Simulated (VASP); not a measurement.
Write the native input for VASP 6.6.1 that does the following.

```
Task                   : single point
Functional             : PBE
Potentials or basis    : VASP PAW PBE potentials, release 64 (W_sv)
Cutoff                 : 520 eV
k mesh                 : 5 × 5 × 5
Occupations            : fermi-dirac, width 0.02 eV
Spin                   : no spin polarisation
Dipole correction      : no
Further INCAR settings : ALGO = Normal; EDIFF = 1e-06; NBANDS = 13
```

The structure of W lies in POSCAR:

```
W
1.0
   -1.5823450000      1.5823450000      1.5823450000
    1.5823450000     -1.5823450000      1.5823450000
    1.5823450000      1.5823450000     -1.5823450000
W
1
Direct
    0.0000000000      0.0000000000      0.0000000000
```

One way to write it, as run:

INCAR

```
PREC     = Accurate       # precision mode
ENCUT    = 520            # plane-wave cutoff, eV
EDIFF    = 1E-6           # SCF threshold, eV
ISMEAR   = -1             # smearing method
SIGMA    = 0.02           # smearing width, eV
LREAL    = F              # projectors in reciprocal space
LASPH    = T              # aspherical terms in the spheres
NELM     = 80             # most SCF steps
ALGO     = Normal         # electronic algorithm
ISIF     = 2              # what is computed and relaxed
LWAVE    = F              # write WAVECAR
LCHARG   = F              # write CHGCAR
GGA      = PE             # functional
NBANDS   = 13             # bands
```

KPOINTS

```
regular mesh
0
Gamma
  5 5 5
```

Potentials or basis: VASP PAW PBE potentials, release 64 (W_sv).

Command:

```console
$ cat potpaw_PBE.64/W_sv/POTCAR > POTCAR
$ mpirun -np 1 vasp_std > vasp.out
```

Results of the run:

```yaml
Pressure: 6.0 GPa
Band_gap_on_the_k_mesh: zero (band 7 reaches 14.09 eV, above the bottom of band 8 at 10.21 eV)
```

Caveat: the k points lie up to 0.56 Å⁻¹ apart; spin-orbit coupling is left out, which moves the levels of the heavy elements.

Wall time 2.5 s on 1 thread of Intel Xeon 6975P-C (shared host), peak memory 0.12 GiB.
